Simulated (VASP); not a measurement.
Be16C (a cell with a defect), 17 atoms in the cell. The cell holds a defect, 17 atoms: a = 4.580 Å, b = 3.966 Å, c = 7.177 Å, α = 90.00°, β = 90.00°, γ = 90.00°. 

```yaml
Program: VASP 6.6.1
Task: single point
Functional: PBE
Potentials_or_basis: VASP PAW PBE potentials, release 64 (Be, C)
Cutoff: 520 eV
k_mesh: 5 × 6 × 4
Occupations: gaussian, width 0.05 eV
Spin: no spin polarisation
Dipole_correction: no
Further_INCAR_settings: LREAL = Auto; ALGO = Normal; EDIFF = 1e-07; NBANDS = 32
```

Potentials or basis: VASP PAW PBE potentials, release 64 (Be, C).

The run is started by

```bash
$ cat potpaw_PBE.64/Be/POTCAR potpaw_PBE.64/C/POTCAR > POTCAR
$ mpirun -np 1 vasp_std > vasp.out
```

Hardware: 1 thread of Intel(R) Xeon(R) Platinum 8259CL CPU @ 2.50GHz (Skylake/Cascade Lake), on a shared host.

Estimate the wall time of this run.

Wall time 7.7 min on 1 thread of Intel(R) Xeon(R) Platinum 8259CL CPU @ 2.50GHz (Skylake/Cascade Lake), with other jobs on the host, peak memory 0.32 GiB. Counts: scf iterations 16, k points 62.
